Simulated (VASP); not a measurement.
# C (R-3m) in VASP: settings compared

The runs below take C through relaxation of the atoms, relaxation of cell and atoms, with PBEsol, r2SCAN.

Program: VASP 6.6.1. These are calculated values, not measurements. Logs are shortened: lines on timing, memory, paths and dates and some standing lists are left out, and cuts for length are marked.

### 1 The cell of the first run

Symmetry: R-3m, No. 166, trigonal system. The conventional cell has a = 2.475 Å, b = 2.475 Å, c = 10.882 Å, α = 90.00°, β = 90.00°, γ = 120.00°. C (site symmetry 3m) has 3 C at 1.43 Å within 1.9 Å.

### 2 Relaxation of the atoms, PBEsol (9.62 Å³/atom)

The input, INCAR:

```
SYSTEM = C
PREC = Accurate
ENCUT = 520
EDIFF = 1E-6
ISMEAR = 0
SIGMA = 0.01
LREAL = .False.
LASPH = .True.
NELM = 60
ALGO = Normal
ISIF = 2
LWAVE = .False.
LCHARG = .False.
GGA = PS
IBRION = 2
NSW = 100
EDIFFG = -0.002
```

The input, KPOINTS:

```
Automatic mesh
0
Gamma
  10 10 10
  0 0 0
```

The input, POSCAR:

```
C
1.0
    1.2375965868      0.7145267226      3.6273634681
   -1.2375965868      0.7145267226      3.6273634681
    0.0000000000     -1.4290534451      3.6273634681
C
2
Direct
    0.8333594182      0.8333594182      0.8333594182
    0.1666405818      0.1666405818      0.1666405818
```

Potentials or basis: VASP PAW PBE potentials, release 64 (C).

On the command line:

```
$ cat potpaw_PBE.64/C/POTCAR > POTCAR
$ mpirun -np 1 vasp_std > vasp.out
```

OUTCAR:

```text
SYSTEM = C
   PREC = Accurate
   ENCUT = 520
   EDIFF = 1E-6
   ISMEAR = 0
   LREAL = .False.
   LASPH = .True.
   NELM = 60
   ISIF = 2
   GGA = PS
   IBRION = 2
   NSW = 100
   EDIFFG = -0.002

 ion  position               nearest neighbor table
   1  0.833  0.833  0.833-   2 1.43   2 1.43   2 1.43
   2  0.167  0.167  0.167-   1 1.43   1 1.43   1 1.43

  LATTYP: Found a trigonal (rhomboedric) cell.
 ALAT       =     3.8987125412
 COS(alpha) =     0.7984671849

  Lattice vectors:

 A1 = (   1.2375965868,   0.7145267226,   3.6273634681)
 A2 = (  -1.2375965868,   0.7145267226,   3.6273634681)
 A3 = (   0.0000000000,  -1.4290534451,   3.6273634681)

Analysis of symmetry for initial positions (statically):
=====================================================================
 Subroutine PRICEL returns:
 Original cell was already a primitive cell.

 Routine SETGRP: Setting up the symmetry group for a
 trigonal (rhombohedral) supercell.

 Subroutine GETGRP returns: Found 12 space group operations
 (whereof 12 operations were pure point group operations)
 out of a pool of 12 trial point group operations.

The static configuration has the point symmetry D_3d.

Analysis of symmetry for dynamics (positions and initial velocities):
=====================================================================
 Subroutine PRICEL returns:
 Original cell was already a primitive cell.

 Routine SETGRP: Setting up the symmetry group for a
 trigonal (rhombohedral) supercell.

 Subroutine GETGRP returns: Found 12 space group operations
 (whereof 12 operations were pure point group operations)
 out of a pool of 12 trial point group operations.

The dynamic configuration has the point symmetry D_3d.

 Subroutine INISYM returns: Found 12 space group operations
 (whereof 12 operations are pure point group operations),
 and found     1 'primitive' translations

----------------------------------------------------------------------------------------

                                     Primitive cell

  volume of cell :      19.2460

  direct lattice vectors                    reciprocal lattice vectors
     1.237596587  0.714526723  3.627363468     0.404008871  0.233254631  0.091894109
    -1.237596587  0.714526723  3.627363468    -0.404008871  0.233254631  0.091894109
     0.000000000 -1.429053445  3.627363468     0.000000000 -0.466509261  0.091894109

  length of vectors
     3.898712541  3.898712541  3.898712541     0.475473888  0.475473888  0.475473888

  position of ions in fractional coordinates (direct lattice)
     0.833359418  0.833359418  0.833359418
     0.166640582  0.166640582  0.166640582

  ion indices of the primitive-cell ions
   primitive index   ion index
                 1           1
                 2           2

----------------------------------------------------------------------------------------

 KPOINTS: Automatic mesh

Automatic generation of k-mesh.
 Grid dimensions read from file:
 generate k-points for:   10   10   10

 Generating k-lattice:

  Cartesian coordinates                     Fractional coordinates (reciprocal lattice)
     0.040400887  0.023325463  0.009189411     0.100000000  0.000000000  0.000000000
    -0.040400887  0.023325463  0.009189411     0.000000000  0.100000000  0.000000000
     0.000000000 -0.046650926  0.009189411     0.000000000  0.000000000  0.100000000

  Length of vectors
     0.047547389  0.047547389  0.047547389

  Shift w.r.t. Gamma in fractional coordinates (k-lattice)
     0.000000000  0.000000000  0.000000000

 Subroutine IBZKPT returns following result:
 ===========================================

 Found    116 irreducible k-points:

 Following reciprocal coordinates:
            Coordinates               Weight
  0.000000  0.000000  0.000000      1.000000
  0.100000  0.000000  0.000000      6.000000
  0.200000  0.000000  0.000000      6.000000
  0.300000  0.000000  0.000000      6.000000
  0.400000  0.000000  0.000000      6.000000
  0.500000  0.000000  0.000000      3.000000
[... 16 lines left out ...]
  0.300000  0.300000  0.000000      6.000000
  0.400000  0.300000  0.000000     12.000000
 [... further k-points ...]
   k-points           NKPTS =    116   k-points in BZ     NKDIM =    116   number of bands    NBANDS=      8
   number of dos      NEDOS =    301   number of ions     NIONS =      2
   total plane-waves  NPLWV =  27000
   dimension x,y,z NGX =    30 NGY =   30 NGZ =   30
   dimension x,y,z NGXF=    60 NGYF=   60 NGZF=   60
   ions per type =               2
   NGX,Y,Z   is equivalent  to a cutoff of  12.79, 12.79, 12.79 a.u.
   NGXF,Y,Z  is equivalent  to a cutoff of  25.58, 25.58, 25.58 a.u.
 SYSTEM =  C
   PREC   = accura    normal or accurate (medium, high low for compatibility)
   ISTART =      0    job   : 0-new  1-cont  2-samecut
   ICHARG =      2    charge: 1-file 2-atom 10-const
   ISPIN  =      1    spin polarized calculation?
   LNONCOLLINEAR =      F non collinear calculations
   LSORBIT =      F    spin-orbit coupling
   LASPH  =      T    aspherical Exc in radial PAW
   ENCUT  =  520.0 eV  38.22 Ry    6.18 a.u.   7.25  7.25  7.25*2*pi/ulx,y,z
   NELM   =     60;   NELMIN=  2; NELMDL= -5     # of ELM steps
   EDIFF  = 0.1E-05   stopping-criterion for ELM
   LREAL  =      F    real-space projection
   EDIFFG = -.2E-02   stopping-criterion for IOM
   NSW    =    100    number of steps for IOM
   IBRION =      2    ionic relax: 0-MD 1-quasi-New 2-CG
   NFREE  =      1    steps in history (QN), initial steepest desc. (CG)
   ISIF   =      2    stress and relaxation
   ISYM   =      2    0-nonsym 1-usesym 2-fastsym
   POTIM  = 0.5000    time-step for ionic-motion
   TEBEG  =    0.0;   TEEND  =   0.0 temperature during run
   PSTRESS=    0.0 pullay stress
   NELECT =       8.0000    total number of electrons
   NUPDOWN=      -1.0000    fix difference up-down
   EMIN   =  10.00;   EMAX   =-10.00  energy-range for DOS
   EFERMI =   0.00;   METHOD = LEGACY
   ISMEAR =     0;   SIGMA  =   0.01  broadening in eV -4-tet -1-fermi 0-gaus
   EFERMI_NEDOS =   21; number of points for ismear=-14 and -15
   IALGO  =     38    algorithm
   IMIX   =      4    mixing-type and parameters
     AMIX     =   0.40;   BMIX     =  1.00
     AMIX_MAG =   1.60;   BMIX_MAG =  1.00
  volume/ion in A,a.u.               =       9.62        64.94
  Fermi-wavevector in a.u.,A,eV,Ry     =   1.221776  2.308822 20.309908  1.492736
  Thomas-Fermi vector in A             =   2.356946
   LORBIT       =      0    0 simple, 1 ext, 2 COOP (PROOUT), +10 PAW based schemes
   GGA     = PS    functional components
   LHFCALC =     F    Hartree Fock is set to
   AEXX    =    0.0000 exact exchange contribution
   IVDW    =     0    specifies the selected vdW correction
   LEPSILON=     F    determine dielectric tensor
   LRPA    =     F    only Hartree local field effects (RPA)
 conjugate gradient relaxation of ions
 non-spin polarized calculation
 Gauss-broadening in eV      SIGMA  =   0.01
  energy-cutoff  :      520.00
  volume of cell :       19.25
 maximum number of plane-waves:       530
 NGX is ok and might be reduce to    30
   NGX = 15   NGY = 15   NGZ = 15

--------------------------------------- Ionic step        1  -------------------------------------------

 number of electron       8.0000000 magnetization

 Free energy of the ion-electron system (eV)
  ---------------------------------------------------
  ext. energy  EPLUGINS =         0.00000000
  ---------------------------------------------------
  free energy    TOTEN  =       -19.28976654 eV

  energy without entropy =      -19.28976654  energy(sigma->0) =      -19.28976654

------------------------ aborting loop because EDIFF is reached ----------------------------------------

  FORCE on cell =-STRESS in cart. coord.  units (eV):
  Direction    XX          YY          ZZ          XY          YZ          ZX
  --------------------------------------------------------------------------------------
  -------------------------------------------------------------------------------------
  Total       -0.7979717     -0.7979717      0.0113261      0.0000000      0.0000000      0.0000000
  in kB      -66.4290719    -66.4290719      0.9428715      0.0000000      0.0000000      0.0000000
  external PRESSURE =     -43.9717574 kB  Pullay stress =       0.0000000 kB

 VOLUME and BASIS-vectors are now :
 -----------------------------------------------------------------------------
  energy-cutoff  :      520.00
  volume of cell :       19.25
      direct lattice vectors                 reciprocal lattice vectors
     1.237596587  0.714526723  3.627363468     0.404008871  0.233254631  0.091894109
    -1.237596587  0.714526723  3.627363468    -0.404008871  0.233254631  0.091894109
     0.000000000 -1.429053445  3.627363468     0.000000000 -0.466509261  0.091894109
[... 37 lines left out ...]
 POSITION                                       TOTAL-FORCE (eV/Angst)
 -----------------------------------------------------------------------------------
      0.00000      0.00000      9.06842         0.000000      0.000000      0.003521
      0.00000      0.00000      1.81368         0.000000     -0.000000     -0.003521
 -----------------------------------------------------------------------------------
    total drift:                               -0.000000      0.000000      0.000000

  FREE ENERGIE OF THE ION-ELECTRON SYSTEM (eV)
  ---------------------------------------------------
  free  energy   TOTEN  =       -19.2897677794 eV

  energy  without entropy=      -19.2897677794  energy(sigma->0) =      -19.28976778

--------------------------------------- Ionic step        3  -------------------------------------------

 number of electron       8.0000000 magnetization

 Free energy of the ion-electron system (eV)
  ---------------------------------------------------
  ext. energy  EPLUGINS =         0.00000000
  ---------------------------------------------------
  free energy    TOTEN  =       -19.28976815 eV

  energy without entropy =      -19.28976815  energy(sigma->0) =      -19.28976815

 E-fermi :   3.3369     XC(G=0):  -9.9721

 val. band max:        3.2099950360   @ k =  -0.3000   0.3000   0.0000
 cond. band min:       4.6771939937   @ k =  -0.3000   0.3000   0.0000
 fundamental gap:      1.4671989578
 Fermi energy:         3.3368995649

 k-point     1 :       0.0000    0.0000    0.0000
  band No.  band energies     occupation
      1     -15.5858      2.00000
      2      -2.9880      2.00000
      3       0.8852      2.00000
      4       0.8852      2.00000
      5       7.4590      0.00000
      6      12.1151      0.00000
      7      12.1151      0.00000
      8      15.1474      0.00000

 k-point     2 :       0.1000    0.0000    0.0000
  band No.  band energies     occupation
      1     -15.3481      2.00000
      2      -2.7331      2.00000
      3      -0.0277      2.00000
      4       0.4152      2.00000
      5       7.7961      0.00000
      6      12.1951      0.00000
      7      13.0929      0.00000
      8      14.3467      0.00000
[... 221 lines left out ...]
 k-point    23 :       0.3000    0.3000    0.0000
  band No.  band energies     occupation
      1     -13.4369      2.00000
      2      -4.7736      2.00000
      3      -1.5915      2.00000
      4      -1.0880      2.00000
      5       9.3976      0.00000
      6      11.2653      0.00000
      7      11.7430      0.00000
      8      18.8241      0.00000

 k-point    24 :       0.4000    0.3000    0.0000
  band No.  band energies     occupation
      1     -12.5153      2.00000
      2      -5.9897      2.00000
      3      -2.6990      2.00000
      4      -0.2068      2.00000
      5       7.9191      0.00000
      6      12.2506      0.00000
      7      12.9546      0.00000
      8      18.6961      0.00000

 [... further k-points ...]
[... 5 lines left out ...]
  --------------------------------------------------------------------------------------
  -------------------------------------------------------------------------------------
  Total       -0.7974671     -0.7974671      0.0073799      0.0000000      0.0000000      0.0000000
  in kB      -66.3870608    -66.3870608      0.6143606      0.0000000      0.0000000      0.0000000
  external PRESSURE =     -44.0532536 kB  Pullay stress =       0.0000000 kB

 VOLUME and BASIS-vectors are now :
 -----------------------------------------------------------------------------
  energy-cutoff  :      520.00
  volume of cell :       19.25
      direct lattice vectors                 reciprocal lattice vectors
     1.237596587  0.714526723  3.627363468     0.404008871  0.233254631  0.091894109
    -1.237596587  0.714526723  3.627363468    -0.404008871  0.233254631  0.091894109
     0.000000000 -1.429053445  3.627363468     0.000000000 -0.466509261  0.091894109

 POSITION                                       TOTAL-FORCE (eV/Angst)
 -----------------------------------------------------------------------------------
      0.00000      0.00000      9.06852         0.000000      0.000000      0.000081
      0.00000      0.00000      1.81357         0.000000     -0.000000     -0.000081
 -----------------------------------------------------------------------------------
    total drift:                                0.000000     -0.000000      0.000000

  FREE ENERGIE OF THE ION-ELECTRON SYSTEM (eV)
  ---------------------------------------------------
  free  energy   TOTEN  =       -19.2897681502 eV

  energy  without entropy=      -19.2897681502  energy(sigma->0) =      -19.28976815

 reached required accuracy - stopping structural energy minimisation
```

It took 21 s on 1 thread of AMD EPYC 9R45 (Zen 5), shared host; peak memory 0.13 GiB.

Results:

- Free energy: -19.2898 eV
- Energy gained by relaxing: 0.0 meV/atom
- Ionic steps: 3
- Pressure after relaxing: -4.4 GPa

Final structure:
```
C
1.0
     1.23760    0.71453    3.62736
    -1.23760    0.71453    3.62736
     0.00000   -1.42905    3.62736
C
2
Direct
  0.83334 0.83334 0.83334
  0.16666 0.16666 0.16666
```

Caveat: this functional lacks dispersion, which binds layers or chains, so the pressure and a relaxed spacing across them are unreliable; the PAW data sets were made with another functional, which shifts forces and pressure a little.

### 3 Relaxation of cell and atoms, PBEsol

This run uses another cell than the first one, of 8.74 Å³/atom.

The input, INCAR:

```
SYSTEM = C
  PREC = Accurate
  ENCUT = 600
  EDIFF = 1E-7
  ISMEAR = -1
  SIGMA = 0.05
  LREAL = .FALSE.
  LASPH = .TRUE.
  NELM = 80
  ALGO = Normal
  ISIF = 3
  LWAVE = .FALSE.
  LCHARG = .FALSE.
  GGA = PS
  IBRION = 2
  NSW = 100
  EDIFFG = -0.002
```

The input, KPOINTS:

```
regular mesh
0
G
  18 18 18
  0 0 0
```

The input, POSCAR:

```
C
1.0
    1.2280287114      0.7090027071      3.3470114498
   -1.2280287114      0.7090027071      3.3470114498
    0.0000000000     -1.4180054142      3.3470114498
C
2
Direct
    0.8360000000      0.8360000000      0.8360000000
    0.1640000000      0.1640000000      0.1640000000
```

Potentials or basis: VASP PAW PBE potentials, release 64 (C).

On the command line:

```
$ cat potpaw_PBE.64/C/POTCAR > POTCAR
$ mpirun -np 1 vasp_std > vasp.out
```

Wall time 9.7 min (1 thread of AMD EPYC 9R45 (Zen 5), shared host); peak memory 0.2 GiB.

Results (log left out):

| Quantity | Value |
| --- | --- |
| Free energy | -19.2924 eV |
| Relaxed volume | 9.31 Å³/atom |
| Relaxed cell | a = 3.827 Å, b = 3.827 Å, c = 3.827 Å, α = 37.49°, β = 37.49°, γ = 37.49° |
| Space group after relaxing (to 0.1 Å) | R-3m (No. 166) |
| Energy gained by relaxing | 13.1 meV/atom |
| Ionic steps | 13 |
| Pressure after relaxing | 0.0 GPa |

Step by step:
```tsv
step	energy change (eV)	largest force (eV/Å)	pressure (GPa)	volume (Å³)
1	0.0000	0.8661	1.42	17.48
2	-0.0135	0.5187	-2.48	17.68
3	-0.0228	0.0211	-0.88	17.61
4	-0.0222	0.0518	2.82	17.50
5	-0.0232	0.0076	0.56	17.56
6	-0.0235	0.0077	0.53	17.61
7	-0.0243	0.0084	0.42	17.76
8	-0.0254	0.0103	0.23	18.05
9	-0.0261	0.0154	-0.05	18.63
10	-0.0258	0.0893	0.65	18.61
11	-0.0261	0.0020	0.03	18.63
12	-0.0261	0.0172	-0.35	18.64
13	-0.0261	0.0001	0.00	18.63
```

Final structure:
```
C
1.0
     1.23005    0.71017    3.55397
    -1.23005    0.71017    3.55397
     0.00000   -1.42034    3.55397
C
2
Cartesian
  0.0000 0.0000 8.8853
  0.0000 0.0000 1.7767
```

Caveat: this functional lacks dispersion, which binds layers or chains, so the pressure and a relaxed spacing across them are unreliable; the PAW data sets were made with another functional, which shifts forces and pressure a little. Zero-point motion and thermal expansion aren't in these numbers.

### 4 Relaxation of the atoms, r2SCAN

The input, POSCAR:

```
C
1.0
    1.2375965868      0.7145267226      3.6273634681
   -1.2375965868      0.7145267226      3.6273634681
    0.0000000000     -1.4290534451      3.6273634681
C
2
Direct
    0.8333594182      0.8333594182      0.8333594182
    0.1666405818      0.1666405818      0.1666405818
```

The input, INCAR.step1:

```
PREC     = Accurate       # precision mode
ENCUT    = 520            # plane-wave cutoff, eV
ISMEAR   = 0              # smearing method
SIGMA    = 0.01           # smearing width, eV
LREAL    = False          # projectors in reciprocal space
LASPH    = True           # aspherical terms in the spheres
NELM     = 100            # most SCF steps
GGA      = PE             # functional
ALGO     = Normal         # electronic algorithm
EDIFF    = 1E-4           # SCF threshold, eV
LWAVE    = True           # write WAVECAR
LCHARG   = False          # write CHGCAR
```

The input, INCAR.step2:

```
PREC     = Accurate       # precision mode
ENCUT    = 520            # plane-wave cutoff, eV
EDIFF    = 1E-7           # SCF threshold, eV
ISMEAR   = 0              # smearing method
SIGMA    = 0.01           # smearing width, eV
LREAL    = False          # projectors in reciprocal space
LASPH    = True           # aspherical terms in the spheres
NELM     = 100            # most SCF steps
ALGO     = Normal         # electronic algorithm
ISIF     = 2              # what is computed and relaxed
LWAVE    = False          # write WAVECAR
LCHARG   = False          # write CHGCAR
METAGGA  = R2SCAN         # meta-GGA
LMIXTAU  = True         
IBRION   = 2              # ionic algorithm
NSW      = 100            # ionic steps
EDIFFG   = -0.002         # ionic threshold
ISTART   = 1
```

The input, KPOINTS:

```
Automatic mesh
0
Gamma
  10 10 10
```

On the command line:

```
$ cat potpaw_PBE.64/C/POTCAR > POTCAR
$ cp INCAR.step1 INCAR
$ mpirun -np 1 vasp_std > vasp.out
$ cp INCAR.step2 INCAR
$ mpirun -np 1 vasp_std > vasp.out
```

It took 2.6 min on 1 thread of AMD EPYC 9R45 (Zen 5), shared host; peak memory 0.13 GiB.

It converged, with:

* Free energy: -19.8732 eV
* Energy gained by relaxing: 0.0 meV/atom
* Ionic steps: 3
* Pressure after relaxing: -5.5 GPa

Stress tensor (GPa, compression positive):
```
-8.07  0.00  0.00
 0.00 -8.07  0.00
 0.00  0.00 -0.44
```

Final structure:
```
C
1.0
     1.23760    0.71453    3.62736
    -1.23760    0.71453    3.62736
     0.00000   -1.42905    3.62736
C
2
Direct
  0.83333 0.83333 0.83333
  0.16667 0.16667 0.16667
```

Caveat: the PAW data sets were made with another functional, which shifts forces and pressure a little.

### 5 Overview

| task | level | cell | k mesh | cutoff (eV) | smearing | pressure (GPa) |
| --- | --- | --- | --- | --- | --- | --- |
| relaxation of the atoms | PBEsol | atoms relaxed from a = 3.899 Å, angles 37.0°, 2 atoms, atomic positions A | 10 × 10 × 10 | 520 | gaussian 0.01 eV | -4.4 |
| relaxation of cell and atoms | PBEsol | relaxed from a = 3.635 Å, angles 39.5°, 2 atoms, atomic positions B | 18 × 18 × 18 | 600 | fermi-dirac 0.05 eV | 0.0 |
| relaxation of the atoms | r2SCAN | atoms relaxed from a = 3.899 Å, angles 37.0°, 2 atoms, atomic positions A | 10 × 10 × 10 | 520 | gaussian 0.01 eV | -5.5 |

Alike in all rows: potentials or basis VASP PAW PBE potentials, release 64 (C); no spin polarisation.

Caveats: the PAW data sets were made with another functional, which shifts forces and pressure a little; this functional lacks dispersion, which binds layers or chains, so the pressure and a relaxed spacing across them are unreliable (at least some runs).

Absolute energies hang on the potentials; compare differences alone.
